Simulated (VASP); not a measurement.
Write the native input for VASP 6.6.1 that does the following.

| Property | Result |
| --- | --- |
| Task | single point |
| Functional | PBE |
| Dispersion | D3(BJ) |
| Potentials or basis | VASP PAW PBE potentials, release 64 (Mo_sv, S) |
| Cutoff | 520 eV |
| k mesh | 10 × 10 × 3 |
| Occupations | fermi-dirac, width 0.05 eV |
| Spin | no spin polarisation |
| Dipole correction | no |
| Further INCAR settings | ALGO = Normal; EDIFF = 1e-07; NBANDS = 35 |

The structure of MoS2 lies in POSCAR:

```
MoS2
1.0
    3.1491832361      0.0000000000      0.0000000000
   -1.5745916180      2.7272726836      0.0000000000
    0.0000000000      0.0000000000     12.0898441392
Mo S
2 4
Direct
    0.6666666667      0.3333333333      0.7500000000
    0.3333333333      0.6666666667      0.2500000000
    0.6666666667      0.3333333333      0.3795086681
    0.3333333333      0.6666666667      0.8795086681
    0.6666666667      0.3333333333      0.1204913319
    0.3333333333      0.6666666667      0.6204913319
```

The input as run:

INCAR

```
PREC = Accurate ; ENCUT = 520
EDIFF = 1E-7 ; ISMEAR = -1
SIGMA = 0.05 ; LREAL = False
LASPH = True ; NELM = 100
ALGO = Normal ; ISIF = 2
LWAVE = False ; LCHARG = True
GGA = PE ; IVDW = 12
LELF = True ; LVHAR = True
NBANDS = 35
```

KPOINTS

```
regular mesh
0
Gamma
  10 10 3
```

Potentials or basis: VASP PAW PBE potentials, release 64 (Mo_sv, S).

Launch:

```bash
$ cat potpaw_PBE.64/Mo_sv/POTCAR potpaw_PBE.64/S/POTCAR > POTCAR
$ mpirun -np 1 vasp_std > vasp.out
```

It gave:

The pressure is -0.1 GPa, the largest force is 0.011 eV/Å and the band gap on the k mesh is 0.84 eV (least direct gap 1.91 eV). The dispersion energy per atom is -0.438 eV.

Wall time 51 s on 1 thread of Intel(R) Xeon(R) 6975P-C (Granite Rapids), with other jobs on the host, peak memory 0.26 GiB.
